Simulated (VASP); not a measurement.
Fe, 2 atoms in the cell. It takes space group P6_3/mmc (No. 194, hexagonal). Conventional cell: a = 2.434 Å, b = 2.434 Å, c = 3.842 Å, α = 90.00°, β = 90.00°, γ = 120.00°. Within 3.1 Å of Fe (site symmetry -6m2) lie 12 Fe at 2.38 to 2.43 Å. 

* Program: VASP 6.6.1
* Task: relaxation of cell and atoms
* Functional: PBE
* Dispersion: D4
* Potentials or basis: VASP PAW PBE potentials, release 64 (Fe)
* Cutoff: 600 eV
* k mesh: 12 × 12 × 7
* Occupations: fermi-dirac, width 0.05 eV
* Spin: collinear spin, ferromagnetic start
* Starting moments: [3.0, 3.0] μB
* Dipole correction: no
* Further INCAR settings: ALGO = Normal; EDIFF = 1e-07; IBRION = 2; EDIFFG = -0.01; NSW = 60; ISIF = 3

Potentials or basis: VASP PAW PBE potentials, release 64 (Fe).

The run is started by

```sh
$ cat potpaw_PBE.64/Fe/POTCAR > POTCAR
$ mpirun -np 1 vasp_std > vasp.out
```

Hardware: 1 thread of Intel(R) Xeon(R) Platinum 8488C (Sapphire Rapids), with other jobs on the host.

Estimate the wall time of this run.

Run time: 89 s on 1 thread of Intel(R) Xeon(R) Platinum 8488C (Sapphire Rapids) (shared host), peak memory 0.17 GiB. Counts: scf iterations 38, k points 76, ion steps 4.
